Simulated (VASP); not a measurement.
Wanted: the native input for a VASP 6.6.1 run.

| Quantity | Value |
| --- | --- |
| Task | single point |
| Functional | revPBE |
| Dispersion | D3(BJ) |
| Potentials or basis | VASP PAW PBE potentials, release 64 (Cu, O) |
| Cutoff | 520 eV |
| k mesh | 10 × 10 × 5 |
| Occupations | fermi-dirac, width 0.05 eV |
| Spin | no spin polarisation |
| Dipole correction | no |
| Further INCAR settings | ALGO = Normal; EDIFF = 1e-06; NBANDS = 25 |

The structure of CuO (Tenorite) lies in POSCAR:

```
CuO
1.0
    2.0522110214     -2.0436133570      0.1582393616
    2.0522110214      2.0436133570      0.1582393616
   -0.4031349701      0.0000000000      5.1524299125
Cu O
2 2
Direct
    0.5000000000      0.0000000000      0.5000000000
    0.0000000000      0.5000000000      0.0000000000
    0.4996615098      0.5003384902      0.7500000000
    0.5003384902      0.4996615098      0.2500000000
```

One way to write it, as run:

INCAR

```
PREC     = Accurate       # precision mode
ENCUT    = 520            # plane-wave cutoff, eV
EDIFF    = 1E-6           # SCF threshold, eV
ISMEAR   = -1             # smearing method
SIGMA    = 0.05           # smearing width, eV
LREAL    = F              # projectors in reciprocal space
LASPH    = T              # aspherical terms in the spheres
NELM     = 80             # most SCF steps
ALGO     = Normal         # electronic algorithm
ISIF     = 2              # what is computed and relaxed
LWAVE    = F              # write WAVECAR
LCHARG   = F              # write CHGCAR
GGA      = RE             # functional
IVDW     = 12             # dispersion correction
NBANDS   = 25             # bands
```

KPOINTS

```
Automatic mesh
0
Gamma
  10 10 5
```

Potentials or basis: VASP PAW PBE potentials, release 64 (Cu, O).

Launch:

```sh
$ cat potpaw_PBE.64/Cu/POTCAR potpaw_PBE.64/O/POTCAR > POTCAR
$ mpirun -np 1 vasp_std > vasp.out
```

It gave:

```json
{
 "Pressure": "0.8 GPa",
 "Band gap on the k mesh": "zero (band 17 reaches 5.91 eV, above the bottom of band 18 at 4.99 eV)",
 "Dispersion energy per atom": "-0.520 eV"
}
```

Caveat: the PAW data sets were made with another functional, which shifts forces and pressure a little; semilocal functionals often make such compounds metallic where correlation or magnetic order opens a gap, which also shifts bond lengths; pairwise dispersion overbinds metals, which lowers pressure and volume.

Wall time 2.2 min on 1 thread of Intel(R) Xeon(R) Platinum 8259CL CPU @ 2.50GHz (Skylake/Cascade Lake), on a shared host, peak memory 0.26 GiB.
